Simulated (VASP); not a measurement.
# Hf2SeS3 (P-4m2) in VASP: further runs, part 3 of 3

VASP 6.6.1. Earlier steps stand in the parts before.

## (5) Relaxation of cell and atoms, PBE

This run uses another cell than the first one, of 24.94 Å³/atom.

File INCAR:

```
SYSTEM = Hf2SeS3
PREC     = Accurate       ! precision mode
ENCUT    = 600            ! plane-wave cutoff, eV
EDIFF    = 1E-6           ! SCF threshold, eV
ISMEAR   = 0              ! smearing method
SIGMA    = 0.1            ! smearing width, eV
LREAL    = .False.        ! projectors in reciprocal space
LASPH    = .True.         ! aspherical terms in the spheres
NELM     = 100            ! most SCF steps
ALGO     = Normal         ! electronic algorithm
ISIF     = 3              ! what is computed and relaxed
LWAVE    = .False.        ! write WAVECAR
LCHARG   = .False.        ! write CHGCAR
GGA      = PE             ! functional
IBRION   = 2              ! ionic algorithm
NSW      = 90             ! ionic steps
EDIFFG   = -0.04          ! ionic threshold
```

File KPOINTS:

```
regular mesh
0
Gamma
  4 4 2
  0 0 0
```

File POSCAR:

```
Hf2SeS3
1.0
    3.9910246400      0.0000000000      0.0000000000
    0.0000000000      3.9910246400      0.0000000000
    0.0000000000      0.0000000000      9.3934495600
Hf Se S
2 1 3
Direct
    0.5000000000      0.0000000000      0.1433060500
    0.0000000000      0.5000000000      0.8566939500
    0.5000000000      0.5000000000      0.5000000000
    0.0000000000      0.0000000000      0.2933384500
    0.0000000000      0.0000000000      0.7066615500
    0.5000000000      0.5000000000      0.0000000000
```

Potentials or basis: VASP PAW PBE potentials, release 64 (Hf_pv, Se, S).

Run with:

```console
> cat potpaw_PBE.64/Hf_pv/POTCAR potpaw_PBE.64/Se/POTCAR potpaw_PBE.64/S/POTCAR > POTCAR
> mpirun -np 1 vasp_std > vasp.out
```

OUTCAR:

```text
SYSTEM = Hf2SeS3
   PREC = Accurate
   ENCUT = 600
   EDIFF = 1E-6
   ISMEAR = 0
   LREAL = .False.
   LASPH = .True.
   NELM = 100
   ISIF = 3
   GGA = PE
   IBRION = 2
   NSW = 90
   EDIFFG = -0.04

 ion  position               nearest neighbor table
   1  0.500  0.000  0.143-   6 2.41   6 2.41   4 2.44   4 2.44
   2  0.000  0.500  0.857-   6 2.41   6 2.41   5 2.44   5 2.44
   3  0.500  0.500  0.500-
   4  0.000  0.000  0.293-   1 2.44   1 2.44
   5  0.000  0.000  0.707-   2 2.44   2 2.44
   6  0.500  0.500  0.000-   1 2.41   2 2.41   1 2.41   2 2.41

  LATTYP: Found a simple tetragonal cell.
 ALAT       =     3.9910246400
 C/A-ratio  =     2.3536435896

  Lattice vectors:

 A1 = (   3.9910246400,   0.0000000000,   0.0000000000)
 A2 = (   0.0000000000,   3.9910246400,   0.0000000000)
 A3 = (   0.0000000000,   0.0000000000,   9.3934495600)

Analysis of symmetry for initial positions (statically):
=====================================================================
 Subroutine PRICEL returns:
 Original cell was already a primitive cell.

 Routine SETGRP: Setting up the symmetry group for a
 simple tetragonal supercell.

 Subroutine GETGRP returns: Found  8 space group operations
 (whereof  8 operations were pure point group operations)
 out of a pool of 16 trial point group operations.

The static configuration has the point symmetry D_2d.

Analysis of symmetry for dynamics (positions and initial velocities):
[... 269 lines left out ...]
  ---------------------------------------------------
  free  energy   TOTEN  =       -39.1875647267 eV

  energy  without entropy=      -39.1503183491  energy(sigma->0) =      -39.16894154

 E-fermi :   5.1377     XC(G=0): -10.1360

 val. band max:        4.9503231314   @ k =   0.0000   0.0000   0.0000
 cond. band min:       5.3409068772   @ k =   0.0000   0.0000   0.0000
 fundamental gap:      0.3905837457
 Fermi energy:         5.1376895413

 k-point     1 :       0.0000    0.0000    0.0000
  band No.  band energies     occupation
      1     -26.4830      2.00000
      2     -26.4830      2.00000
      3     -26.3928      2.00000
      4     -26.3651      2.00000
      5     -26.3091      2.00000
      6     -26.3091      2.00000
[... 337 lines left out ...]
     25       7.8156      0.00000
     26       9.0880      0.00000

[... ionic steps 4 to 26 ...]

--------------------------------------- Ionic step       27  -------------------------------------------

 number of electron      44.0000006 magnetization

------------------------ aborting loop because EDIFF is reached ----------------------------------------
[... 75 lines left out ...]
--------------------------------------- Ionic step       29  -------------------------------------------

 number of electron      44.0000007 magnetization

 Free energy of the ion-electron system (eV)
  ---------------------------------------------------
  ext. energy  EPLUGINS =         0.00000000
  ---------------------------------------------------
  free energy    TOTEN  =       -41.93245918 eV

  energy without entropy =      -41.93223351  energy(sigma->0) =      -41.93234635

 E-fermi :   3.9635     XC(G=0):  -9.5347

 val. band max:        3.7976956206   @ k =   0.0000   0.0000   0.0000
 cond. band min:       4.1294162698   @ k =   0.0000   0.0000   0.0000
 fundamental gap:      0.3317206492
 Fermi energy:         3.9635220871

 k-point     1 :       0.0000    0.0000    0.0000
  band No.  band energies     occupation
      1     -28.1658      2.00000
      2     -28.1517      2.00000
      3     -28.0630      2.00000
      4     -28.0630      2.00000
      5     -28.0399      2.00000
      6     -28.0399      2.00000
[... 370 lines left out ...]
  FREE ENERGIE OF THE ION-ELECTRON SYSTEM (eV)
  ---------------------------------------------------
  free  energy   TOTEN  =       -41.9324591824 eV

  energy  without entropy=      -41.9322335097  energy(sigma->0) =      -41.93234635

 reached required accuracy - stopping structural energy minimisation
```

Wall time 17 min (1 thread of Intel Xeon Platinum 8259CL at 2.50GHz (Skylake/Cascade Lake), shared host); peak memory 0.32 GiB.

Results:

| Quantity | Value |
| --- | --- |
| Free energy | -41.9325 eV |
| Relaxed volume | 23.92 Å³/atom |
| Relaxed cell | a = 4.585 Å, b = 4.585 Å, c = 6.828 Å, α = 90.00°, β = 90.00°, γ = 90.00° |
| Space group after relaxing (to 0.1 Å) | P-4m2 (No. 115) |
| Energy gained by relaxing | 547.6 meV/atom |
| Ionic steps | 29 |
| Pressure after relaxing | 0.0 GPa |
| Band gap on the k mesh | 0.33 eV |

Forces in eV/Å, atoms in the order of the input:
```
Hf   0.000  0.000 -0.003
Hf   0.000  0.000  0.003
Se   0.000  0.000  0.000
S    0.000  0.000  0.003
S    0.000  0.000 -0.003
S    0.000  0.000  0.000
```

The path:
| step | energy change (eV) | largest force (eV/Å) | pressure (GPa) | volume (Å³) |
| --- | --- | --- | --- | --- |
| 1 | 0.0000 | 2.4312 | 0.40 | 149.62 |
| 2 | -0.4682 | 0.9745 | 0.94 | 150.97 |
| 3 | -0.5404 | 0.6625 | 1.65 | 151.74 |
| 4 | -0.7055 | 0.4583 | -2.16 | 158.55 |
| 5 | -0.7501 | 0.6794 | -4.76 | 164.15 |
| 6 | -0.8005 | 0.7183 | -5.09 | 164.67 |
| 7 | -0.9680 | 0.9309 | -6.09 | 166.14 |
| 8 | -1.3204 | 1.1811 | -7.92 | 168.61 |
| 9 | -1.7589 | 1.4766 | -11.12 | 171.48 |
| 10 | -1.6630 | 1.5535 | -9.96 | 170.68 |
| 11 | -1.8448 | 1.5111 | -9.98 | 169.33 |
| 12 | -2.2490 | 1.3568 | -9.87 | 164.95 |
| 13 | -1.9927 | 1.8027 | -8.22 | 154.68 |
| 14 | -2.3260 | 1.4761 | -9.68 | 162.15 |
| 15 | -2.5980 | 1.3546 | -8.29 | 158.17 |
| 16 | -3.1124 | 0.9030 | -2.71 | 146.61 |
| 17 | -2.2565 | 1.1232 | 17.24 | 125.18 |
| 18 | -3.1649 | 0.7156 | -0.09 | 142.58 |
| 19 | -3.1665 | 0.6728 | 0.49 | 141.76 |
| 20 | -3.1756 | 0.6387 | 0.46 | 141.93 |
| 21 | -3.2001 | 0.5410 | 0.38 | 142.42 |
| 22 | -3.2368 | 0.3543 | 0.21 | 143.40 |
| 23 | -3.2649 | 0.1357 | -0.13 | 145.38 |
| 24 | -3.2756 | 0.1187 | -0.44 | 145.23 |
| 25 | -3.2776 | 0.1104 | -0.62 | 145.13 |
| 26 | -3.2802 | 0.1506 | 0.60 | 142.84 |
| 27 | -3.2813 | 0.1366 | 0.17 | 143.64 |
| 28 | -3.2834 | 0.0939 | 0.12 | 143.60 |
| 29 | -3.2853 | 0.0028 | 0.03 | 143.53 |

Final structure:
```
Hf Se S
1.0
     4.58489    0.00000    0.00000
     0.00000    4.58489    0.00000
     0.00000    0.00000    6.82765
Hf Se S
2 1 3
Direct
  0.50000 0.00000 0.21615
  0.00000 0.50000 0.78385
  0.50000 0.50000 0.50000
  0.00000 0.00000 0.26808
  0.00000 0.00000 0.73192
  0.50000 0.50000 0.00000
```

Levels at points of the mesh, in eV from the valence-band top:
| k point | band 18 | band 19 | band 20 | band 21 | band 22 | band 23 | band 24 | band 25 | band 26 |
| --- | --- | --- | --- | --- | --- | --- | --- | --- | --- |
| (0.00, 0.00, 0.00) | -2.19 | -1.40 | -0.68 | -0.68 | 0.00 | 0.33 | 0.49 | 0.99 | 1.07 |
| (0.50, 0.00, 0.00) | -2.24 | -2.10 | -1.36 | -1.12 | -1.08 | 1.04 | 1.16 | 1.17 | 1.27 |
| (0.50, 0.50, 0.00) | -2.93 | -1.87 | -1.87 | -1.71 | -1.54 | 1.50 | 1.50 | 2.42 | 2.54 |
| (0.00, 0.00, 0.50) | -2.17 | -2.17 | -1.90 | -0.63 | -0.63 | 0.45 | 0.79 | 0.84 | 1.52 |
| (0.50, 0.00, 0.50) | -2.63 | -2.35 | -1.76 | -1.41 | -1.35 | 0.64 | 0.83 | 1.20 | 1.42 |
| (0.50, 0.50, 0.50) | -3.19 | -3.12 | -2.61 | -1.19 | -1.19 | 1.37 | 1.37 | 2.12 | 3.15 |

Caveat: a cell axis changed by over 15 % at a fixed basis, so the end point is rough; spin-orbit coupling is left out, which moves the levels of the heavy elements. A k mesh can miss the band edges.

## (6) Overview

```tsv
task	cell	k mesh	cutoff (eV)	gap on the mesh (eV)	pressure (GPa)	largest force (eV/Å)
single point	a = 4.587, b = 4.587, c = 6.845 Å, 6 atoms, atomic positions A	4 × 4 × 2	520	0.36	-0.2	0.02
single point	a = 3.991, b = 3.991, c = 9.393 Å, 6 atoms, atomic positions B	4 × 4 × 2	520	none	0.4	2.43
single point	a = 4.594, b = 4.594, c = 6.804 Å, 6 atoms, atomic positions A	4 × 4 × 4	520	0.30	-0.4	0.01
relaxation of cell and atoms	relaxed from a = 3.991, b = 3.991, c = 9.393 Å, 6 atoms, atomic positions B	4 × 4 × 2	600	0.33	0.0	-
```

Alike in all rows: level PBE; potentials or basis VASP PAW PBE potentials, release 64 (Hf_pv, Se, S); no spin polarisation; smearing gaussian 0.1 eV.

Caveats: some runs use coarse meshes; spin-orbit coupling is left out, which moves the levels of the heavy elements; forces of over 1 eV/Å act on the atoms, so gaps and moduli don't describe the material at rest (at least some runs); a cell axis changed by over 15 % at a fixed basis, so the end point is rough (at least some runs).

Total energies depend on the potentials used, so only differences within one code and one set of settings carry meaning.
